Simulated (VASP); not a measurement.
# Bi (P6/mmm) in VASP: a series of runs

The runs below take Bi through relaxation of shape and atoms at fixed volume, with PBE.

Program: VASP 6.6.1. These are calculated values, not measurements. Logs are shortened: lines on timing, memory, paths and dates and some standing lists are left out, and cuts for length are marked.

## Step 1: The cell of the first run

Symmetry: P6/mmm, No. 191, hexagonal system. Conventional cell: a = 2.540 Å, b = 2.540 Å, c = 2.419 Å, α = 90.00°, β = 90.00°, γ = 120.00°. Within 3.2 Å of Bi (site symmetry 6/mmm) lie 8 Bi at 2.42 to 2.54 Å.

This isn't the form of Bi at room conditions, which is rhombohedral.

## Step 2: Relaxation of shape and atoms at fixed volume, PBE

INCAR reads:

```
PREC = Accurate
ENCUT = 600
EDIFF = 1E-6
ISMEAR = -1
SIGMA = 0.1
LREAL = False
LASPH = True
NELM = 80
ALGO = Normal
ISIF = 4
LWAVE = False
LCHARG = False
GGA = PE
IBRION = 2
NSW = 50
EDIFFG = -0.005
```

KPOINTS reads:

```
Automatic mesh
0
Gamma
  14 14 13
```

POSCAR reads:

```
Bi
1.0
    2.5400492441      0.0000000000      0.0000000000
   -1.2700246220      2.1997471722      0.0000000000
    0.0000000000      0.0000000000      2.4185164962
Bi
1
Direct
    0.0000000000      0.0000000000      0.0000000000
```

Potentials or basis: VASP PAW PBE potentials, release 64 (Bi_d).

Run with:

```sh
> cat potpaw_PBE.64/Bi_d/POTCAR > POTCAR
> mpirun -np 1 vasp_std > vasp.out
```

OUTCAR:

```text
PREC = Accurate
   ENCUT = 600
   EDIFF = 1E-6
   ISMEAR = -1
   LREAL = False
   LASPH = True
   NELM = 80
   ISIF = 4
   GGA = PE
   IBRION = 2
   NSW = 50
   EDIFFG = -0.005

 ion  position               nearest neighbor table
   1  0.000  0.000  0.000-

  LATTYP: Found a hexagonal cell.
 ALAT       =     2.5400492441
 C/A-ratio  =     0.9521533891

  Lattice vectors:

 A1 = (   2.5400492441,   0.0000000000,   0.0000000000)
 A2 = (  -1.2700246220,   2.1997471722,   0.0000000000)
 A3 = (   0.0000000000,   0.0000000000,   2.4185164962)

Analysis of symmetry for initial positions (statically):
=====================================================================
 Subroutine PRICEL returns:
 Original cell was already a primitive cell.

 Routine SETGRP: Setting up the symmetry group for a
 hexagonal supercell.

 Subroutine GETGRP returns: Found 24 space group operations
 (whereof 24 operations were pure point group operations)
 out of a pool of 24 trial point group operations.

The static configuration has the point symmetry D_6h.

Analysis of symmetry for dynamics (positions and initial velocities):
=====================================================================
 Subroutine PRICEL returns:
 Original cell was already a primitive cell.

 Routine SETGRP: Setting up the symmetry group for a
 hexagonal supercell.

 Subroutine GETGRP returns: Found 24 space group operations
 (whereof 24 operations were pure point group operations)
 out of a pool of 24 trial point group operations.

The dynamic configuration has the point symmetry D_6h.

 Subroutine INISYM returns: Found 24 space group operations
 (whereof 24 operations are pure point group operations),
 and found     1 'primitive' translations

----------------------------------------------------------------------------------------

                                     Primitive cell

  volume of cell :      13.5134

  direct lattice vectors                    reciprocal lattice vectors
     2.540049244  0.000000000  0.000000000     0.393693155  0.227298849  0.000000000
    -1.270024622  2.199747172  0.000000000     0.000000000  0.454597698  0.000000000
     0.000000000  0.000000000  2.418516496     0.000000000  0.000000000  0.413476609

  length of vectors
     2.540049244  2.540049244  2.418516496     0.454597698  0.454597698  0.413476609

  position of ions in fractional coordinates (direct lattice)
     0.000000000  0.000000000  0.000000000

  ion indices of the primitive-cell ions
   primitive index   ion index
                 1           1

----------------------------------------------------------------------------------------

 KPOINTS: Automatic mesh

Automatic generation of k-mesh.
 Grid dimensions read from file:
 generate k-points for:   14   14   13

 Generating k-lattice:

  Cartesian coordinates                     Fractional coordinates (reciprocal lattice)
     0.028120940  0.016235632  0.000000000     0.071428571  0.000000000  0.000000000
     0.000000000  0.032471264  0.000000000     0.000000000  0.071428571  0.000000000
     0.000000000  0.000000000  0.031805893     0.000000000  0.000000000  0.076923077

  Length of vectors
     0.032471264  0.032471264  0.031805893

  Shift w.r.t. Gamma in fractional coordinates (k-lattice)
     0.000000000  0.000000000  0.000000000

 Subroutine IBZKPT returns following result:
 ===========================================

 Found    168 irreducible k-points:

 Following reciprocal coordinates:
            Coordinates               Weight
  0.000000  0.000000  0.000000      1.000000
  0.071429 -0.000000  0.000000      6.000000
  0.142857  0.000000  0.000000      6.000000
  0.214286 -0.000000  0.000000      6.000000
  0.285714  0.000000  0.000000      6.000000
  0.357143  0.000000  0.000000      6.000000
[... 16 lines left out ...]
  0.285714  0.285714  0.000000      6.000000
  0.357143  0.285714  0.000000      6.000000
 [... further k-points ...]
   k-points           NKPTS =    168   k-points in BZ     NKDIM =    168   number of bands    NBANDS=     11
[... 36 lines left out ...]
     AMIX     =   0.40;   BMIX     =  1.00
     AMIX_MAG =   1.60;   BMIX_MAG =  1.00
  volume/ion in A,a.u.               =      13.51        91.19
  Fermi-wavevector in a.u.,A,eV,Ry     =   1.695056  3.203190 39.092440  2.873213
  Thomas-Fermi vector in A             =   2.776169
   LORBIT       =      0    0 simple, 1 ext, 2 COOP (PROOUT), +10 PAW based schemes
   GGA     = PE    functional components
   LHFCALC =     F    Hartree Fock is set to
   AEXX    =    0.0000 exact exchange contribution
   IVDW    =     0    specifies the selected vdW correction
   LEPSILON=     F    determine dielectric tensor
   LRPA    =     F    only Hartree local field effects (RPA)
 conjugate gradient relaxation of ions
 non-spin polarized calculation
  energy-cutoff  :      600.00
  volume of cell :       13.51
 maximum number of plane-waves:       462
   NGX = 11   NGY = 11   NGZ =  9

--------------------------------------- Ionic step        1  -------------------------------------------

 number of electron      14.9999994 magnetization

 Free energy of the ion-electron system (eV)
  ---------------------------------------------------
  ext. energy  EPLUGINS =         0.00000000
  ---------------------------------------------------
  free energy    TOTEN  =         6.22355505 eV

  energy without entropy =        6.23601761  energy(sigma->0) =        6.22978633

------------------------ aborting loop because EDIFF is reached ----------------------------------------

  FORCE on cell =-STRESS in cart. coord.  units (eV):
  Direction    XX          YY          ZZ          XY          YZ          ZX
  --------------------------------------------------------------------------------------
  -------------------------------------------------------------------------------------
  Total       32.1931404     32.1931404     30.4184309      0.0000000      0.0000000     -0.0000000
  in kB     3816.8928382   3816.8928380   3606.4792046      0.0000001      0.0000000     -0.0000000
  external PRESSURE =    3746.7549603 kB  Pullay stress =       0.0000000 kB
[... 90 lines left out ...]
  energy  without entropy=        6.2298926303  energy(sigma->0) =        6.22305118

--------------------------------------- Ionic step        4  -------------------------------------------

 number of electron      14.9999997 magnetization

 Free energy of the ion-electron system (eV)
  ---------------------------------------------------
  ext. energy  EPLUGINS =         0.00000000
  ---------------------------------------------------
  free energy    TOTEN  =         6.21620831 eV

  energy without entropy =        6.22988500  energy(sigma->0) =        6.22304665

 E-fermi :  24.7281     XC(G=0): -14.9094

 val. band max:       24.6951679023   @ k =   0.2143  -0.0000   0.0769
 cond. band min:      24.7299798282   @ k =   0.2857   0.1429   0.2308
 fundamental gap:      0.0348119258
 Fermi energy:        24.7281103806

 k-point     1 :       0.0000    0.0000    0.0000
  band No.  band energies     occupation
      1      -4.1054      2.00000
      2      -2.1631      2.00000
      3      -2.1631      2.00000
      4      -0.2374      2.00000
      5      -0.2374      2.00000
      6       0.0838      2.00000
      7      28.4030      0.00000
      8      30.0640      0.00000
      9      33.1576      0.00000
     10      33.1576      0.00000
     11      36.3021      0.00000
[... 309 lines left out ...]
 k-point    24 :       0.3571    0.2857    0.0000
  band No.  band energies     occupation
      1      -3.2639      2.00000
      2      -1.9427      2.00000
      3      -1.3753      2.00000
      4      -1.0065      2.00000
      5      -0.8535      2.00000
      6      11.6169      2.00000
      7      14.4455      2.00000
      8      16.8474      2.00000
      9      34.9138      0.00000
     10      36.4505      0.00000
     11      40.9934      0.00000

 [... further k-points ...]

------------------------ aborting loop because EDIFF is reached ----------------------------------------

  FORCE on cell =-STRESS in cart. coord.  units (eV):
  Direction    XX          YY          ZZ          XY          YZ          ZX
  --------------------------------------------------------------------------------------
  -------------------------------------------------------------------------------------
  Total       31.5492364     31.5492364     31.5443536      0.0000000      0.0000000     -0.0000000
  in kB     3740.5500980   3740.5500978   3739.9711853      0.0000001      0.0000000     -0.0000000
  external PRESSURE =    3740.3571271 kB  Pullay stress =       0.0000000 kB
[... 16 lines left out ...]
  FREE ENERGIE OF THE ION-ELECTRON SYSTEM (eV)
  ---------------------------------------------------
  free  energy   TOTEN  =         6.2162083108 eV

  energy  without entropy=        6.2298849953  energy(sigma->0) =        6.22304665

 reached required accuracy - stopping structural energy minimisation
```

Wall time 87 s (1 thread of Intel Xeon 8259CL, shared host); peak memory 0.15 GiB.

What came out:

| Quantity | Value |
| --- | --- |
| Free energy | 6.2162 eV |
| Energy gained by relaxing | 7.3 meV/atom |
| Ionic steps | 4 |
| Pressure after relaxing | 374.0 GPa |
| Band gap on the k mesh | zero (an odd number of electrons rules out a gap without spin polarisation) |

The path:
| step | energy change (eV) | largest force (eV/Å) | pressure (GPa) | volume (Å³) |
| --- | --- | --- | --- | --- |
| 1 | 0.0000 | 0.0000 | 374.68 | 13.51 |
| 2 | 0.2908 | 0.0000 | 378.66 | 13.51 |
| 3 | -0.0073 | 0.0000 | 374.00 | 13.51 |
| 4 | -0.0073 | 0.0000 | 374.04 | 13.51 |

Final structure:
```
Bi
1.0
     2.55092    0.00000    0.00000
    -1.27546    2.20916    0.00000
     0.00000    0.00000    2.39795
Bi
1
Direct
  0.00000 0.00000 0.00000
```

Caveat: spin-orbit coupling is left out, which moves the levels of the heavy elements.

## Step 3: Relaxation of shape and atoms at fixed volume, PBE

This run uses another cell than the first one, of 15.20 Å³/atom.

INCAR reads:

```
ALGO = Normal
EDIFF = 1E-6
EDIFFG = -0.005
ENCUT = 600
GGA = PE
IBRION = 2
ISIF = 4
ISMEAR = -1
LASPH = T
LCHARG = F
LREAL = F
LWAVE = F
NELM = 60
NSW = 50
PREC = Accurate
SIGMA = 0.1
```

KPOINTS reads:

```
k-points
0
Gamma
  14 14 13
```

POSCAR reads:

```
Bi
1.0
    2.6417576712      0.0000000000      0.0000000000
   -1.3208788356      2.2878292539      0.0000000000
    0.0000000000      0.0000000000      2.5153585198
Bi
1
Direct
    0.0000000000      0.0000000000      0.0000000000
```

Potentials or basis: VASP PAW PBE potentials, release 64 (Bi_d).

Run with:

```sh
> cat potpaw_PBE.64/Bi_d/POTCAR > POTCAR
> mpirun -np 1 vasp_std > vasp.out
```

It took 74 s on 1 thread of Intel Xeon 8259CL, shared host; peak memory 0.16 GiB.

Results (log left out):

```yaml
Free_energy: 2.9875 eV
Energy_gained_by_relaxing: 2.2 meV/atom
Ionic_steps: 4
Pressure_after_relaxing: 248.5 GPa
Band_gap_on_the_k_mesh: zero (an odd number of electrons rules out a gap without spin polarisation)
```

Stress tensor (GPa, compression positive):
```
248.48   0.00   0.00
  0.00 248.48   0.00
  0.00   0.00 248.56
```

The path:
```tsv
step	energy change (eV)	largest force (eV/Å)	pressure (GPa)	volume (Å³)
1	0.0000	0.0000	248.77	15.20
2	0.0294	0.0000	248.18	15.20
3	-0.0022	0.0000	248.47	15.20
4	-0.0022	0.0000	248.50	15.20
```

Final structure:
```cif
data_structure
_symmetry_space_group_name_H-M 'P 1'
_symmetry_Int_Tables_number 1
_cell_length_a 2.6492
_cell_length_b 2.6492
_cell_length_c 2.5012
_cell_angle_alpha 90.000
_cell_angle_beta 90.000
_cell_angle_gamma 120.000
_cell_volume 15.20
loop_
_atom_site_label
_atom_site_type_symbol
_atom_site_fract_x
_atom_site_fract_y
_atom_site_fract_z
_atom_site_occupancy
Bi1 Bi 0.00000 0.00000 0.00000 1
```

Levels at points of the mesh, in eV from the Fermi level:
| k point | band 5 | band 6 | band 7 | band 8 | band 9 | band 10 |
| --- | --- | --- | --- | --- | --- | --- |
| (0.00, 0.00, 0.00) | -24.46 | -22.49 | 3.71 | 6.42 | 8.11 | 8.11 |
| (0.50, 0.00, 0.00) | -24.30 | -13.59 | -12.19 | 1.01 | 8.05 | 8.69 |

Caveat: spin-orbit coupling is left out, which moves the levels of the heavy elements.

## Step 4: Relaxation of shape and atoms at fixed volume, PBE

This run uses another cell than the first one, of 18.58 Å³/atom.

INCAR reads:

```
SYSTEM = Bi
PREC     = Accurate       ! precision mode
ENCUT    = 600            ! plane-wave cutoff, eV
EDIFF    = 1E-6           ! SCF threshold, eV
ISMEAR   = -1             ! smearing method
SIGMA    = 0.1            ! smearing width, eV
LREAL    = .FALSE.        ! projectors in reciprocal space
LASPH    = .TRUE.         ! aspherical terms in the spheres
NELM     = 100            ! most SCF steps
ALGO     = Normal         ! electronic algorithm
ISIF     = 4              ! what is computed and relaxed
LWAVE    = .FALSE.        ! write WAVECAR
LCHARG   = .FALSE.        ! write CHGCAR
GGA      = PE             ! functional
IBRION   = 2              ! ionic algorithm
NSW      = 50             ! ionic steps
EDIFFG   = -0.005         ! ionic threshold
```

KPOINTS reads:

```
regular mesh
0
G
  14 14 13
  0 0 0
```

POSCAR reads:

```
Bi
1.0
    2.8245094739      0.0000000000      0.0000000000
   -1.4122547370      2.4460969577      0.0000000000
    0.0000000000      0.0000000000      2.6893662682
Bi
1
Direct
    0.0000000000      0.0000000000      0.0000000000
```

Run with:

```sh
> cat potpaw_PBE.64/Bi_d/POTCAR > POTCAR
> mpirun -np 1 vasp_std > vasp.out
```

Run time: 72 s. Hardware: 1 thread of Intel Xeon 8259CL, shared host; peak memory 0.17 GiB.

Results (log left out):

```yaml
Free_energy: -0.6769 eV
Energy_gained_by_relaxing: 0.5 meV/atom
Ionic_steps: 3
Pressure_after_relaxing: 116.9 GPa
Band_gap_on_the_k_mesh: zero (an odd number of electrons rules out a gap without spin polarisation)
```

Step by step:
```
step  energy change (eV)  largest force (eV/Å)  pressure (GPa)  volume (Å³)
   1              0.0000                0.0000          116.83        18.58
   2              0.0037                0.0000          116.87        18.58
   3             -0.0005                0.0000          116.86        18.58
```

Final structure:
```
CELL_PARAMETERS angstrom
2.82885 0.00000 0.00000
-1.41443 2.44986 0.00000
0.00000 0.00000 2.68111
ATOMIC_POSITIONS crystal
Bi 0.00000 0.00000 0.00000
```

Levels at points of the mesh, in eV from the Fermi level:
```tsv
k point	band 4	band 5	band 6	band 7	band 8	band 9	band 10	band 11
(0.00, 0.00, 0.00)	-23.72	-23.72	-19.28	3.74	7.30	7.30	7.85	9.52
(0.50, 0.00, 0.00)	-23.82	-23.61	-12.71	-9.80	1.45	7.24	9.56	9.61
```

Caveat: spin-orbit coupling is left out, which moves the levels of the heavy elements.

## Step 5: Relaxation of shape and atoms at fixed volume, PBE

This run uses another cell than the first one, of 21.96 Å³/atom.

INCAR reads:

```
PREC = Accurate ; ENCUT = 600
EDIFF = 1E-6 ; ISMEAR = -1
SIGMA = 0.1 ; LREAL = F
LASPH = T ; NELM = 60
ALGO = Normal ; ISIF = 4
LWAVE = F ; LCHARG = F
GGA = PE ; IBRION = 2
NSW = 50 ; EDIFFG = -0.005
```

KPOINTS reads:

```
regular mesh
0
Gamma
  14 14 13
```

POSCAR reads:

```
Bi
1.0
    2.9862529480      0.0000000000      0.0000000000
   -1.4931264740      2.5861709151      0.0000000000
    0.0000000000      0.0000000000      2.8433708652
Bi
1
Direct
    0.0000000000      0.0000000000      0.0000000000
```

Run with:

```sh
> cat potpaw_PBE.64/Bi_d/POTCAR > POTCAR
> mpirun -np 1 vasp_std > vasp.out
```

Wall time 81 s (1 thread of Intel Xeon 8259CL, shared host); peak memory 0.17 GiB.

The run converged. Its results:

| Item | Value |
| --- | --- |
| Free energy | -2.4326 eV |
| Energy gained by relaxing | 0.4 meV/atom |
| Ionic steps | 3 |
| Pressure after relaxing | 56.9 GPa |
| Band gap on the k mesh | zero (an odd number of electrons rules out a gap without spin polarisation) |

The path:
```tsv
step	energy change (eV)	largest force (eV/Å)	pressure (GPa)	volume (Å³)
1	0.0000	0.0000	56.93	21.96
2	0.0008	0.0000	56.95	21.96
3	-0.0004	0.0000	56.94	21.96
```

Final structure:
```cif
data_structure
_symmetry_space_group_name_H-M 'P 1'
_symmetry_Int_Tables_number 1
_cell_length_a 2.9909
_cell_length_b 2.9909
_cell_length_c 2.8346
_cell_angle_alpha 90.000
_cell_angle_beta 90.000
_cell_angle_gamma 120.000
_cell_volume 21.96
loop_
_atom_site_label
_atom_site_type_symbol
_atom_site_fract_x
_atom_site_fract_y
_atom_site_fract_z
_atom_site_occupancy
Bi1 Bi 0.00000 0.00000 0.00000 1
```

Levels at points of the mesh, in eV from the Fermi level:
```
           k point  band 3  band 4  band 5  band 6  band 7  band 8  band 9  band 10  band 11
(0.00, 0.00, 0.00)  -23.81  -23.27  -23.27  -17.07    3.67    6.44    6.44     8.64     8.72
(0.50, 0.00, 0.00)  -23.53  -23.33  -23.20  -12.02   -8.10    1.60    6.68     8.47    10.00
```

Caveat: spin-orbit coupling is left out, which moves the levels of the heavy elements.

## Step 6: Relaxation of shape and atoms at fixed volume, PBE

This run uses another cell than the first one, of 25.34 Å³/atom.

INCAR reads:

```
ALGO = Normal ; EDIFF = 1E-6
EDIFFG = -0.005 ; ENCUT = 600
GGA = PE ; IBRION = 2
ISIF = 4 ; ISMEAR = -1
LASPH = T ; LCHARG = F
LREAL = F ; LWAVE = F
NELM = 100 ; NSW = 50
PREC = Accurate ; SIGMA = 0.1
```

KPOINTS reads:

```
k-points
0
Gamma
  14 14 13
```

POSCAR reads:

```
Bi
1.0
    3.1321500576      0.0000000000      0.0000000000
   -1.5660750288      2.7125215183      0.0000000000
    0.0000000000      0.0000000000      2.9822872925
Bi
1
Direct
    0.0000000000      0.0000000000      0.0000000000
```

Potentials or basis: VASP PAW PBE potentials, release 64 (Bi_d).

Run with:

```sh
> cat potpaw_PBE.64/Bi_d/POTCAR > POTCAR
> mpirun -np 1 vasp_std > vasp.out
```

Wall time 2.2 min (1 thread of Intel Xeon 8259CL, shared host); peak memory 0.19 GiB.

The run converged. Its results:

| Item | Value |
| --- | --- |
| Free energy | -3.2860 eV |
| Energy gained by relaxing | 0.2 meV/atom |
| Ionic steps | 3 |
| Pressure after relaxing | 27.2 GPa |
| Band gap on the k mesh | zero (an odd number of electrons rules out a gap without spin polarisation) |

Step by step:
```tsv
step	energy change (eV)	largest force (eV/Å)	pressure (GPa)	volume (Å³)
1	0.0000	0.0000	27.18	25.34
2	0.0001	0.0000	27.20	25.34
3	-0.0002	0.0000	27.19	25.34
```

Final structure:
```yaml
crystal:
  lattice:
    - [3.13568, 0.00000, 0.00000]
    - [-1.56784, 2.71558, 0.00000]
    - [0.00000, 0.00000, 2.97557]
  atoms:
    - { symbol: Bi, position: [0.00000, 0.00000, 0.00000] }
```

Levels at points of the mesh, in eV from the Fermi level:
```tsv
k point	band 4	band 5	band 6	band 7	band 8	band 9	band 10	band 11
(0.00, 0.00, 0.00)	-23.00	-23.00	-15.50	3.47	5.70	5.70	8.04	9.08
(0.50, 0.00, 0.00)	-23.04	-22.97	-11.48	-6.86	1.63	6.29	7.41	10.15
```

Caveat: spin-orbit coupling is left out, which moves the levels of the heavy elements.

## Step 7: Overview

| cell | gap on the mesh (eV) | pressure (GPa) |
| --- | --- | --- |
| relaxed from a = 2.540, b = 2.540, c = 2.419 Å, angles 90.0, 90.0, 120.0°, 1 atom | none | 374.0 |
| relaxed from a = 2.642, b = 2.642, c = 2.515 Å, angles 90.0, 90.0, 120.0°, 1 atom | none | 248.5 |
| relaxed from a = 2.825, b = 2.825, c = 2.689 Å, angles 90.0, 90.0, 120.0°, 1 atom | none | 116.9 |
| relaxed from a = 2.986, b = 2.986, c = 2.843 Å, angles 90.0, 90.0, 120.0°, 1 atom | none | 56.9 |
| relaxed from a = 3.132, b = 3.132, c = 2.982 Å, angles 90.0, 90.0, 120.0°, 1 atom | none | 27.2 |

Alike in all rows: task relaxation of shape and atoms at fixed volume; level PBE; potentials or basis VASP PAW PBE potentials, release 64 (Bi_d); no spin polarisation; k mesh 14 × 14 × 13; cutoff (eV) 600; smearing fermi-dirac 0.1 eV.

Caveats: spin-orbit coupling is left out, which moves the levels of the heavy elements.

Total energies depend on the potentials used, so only differences within one code and one set of settings carry meaning.
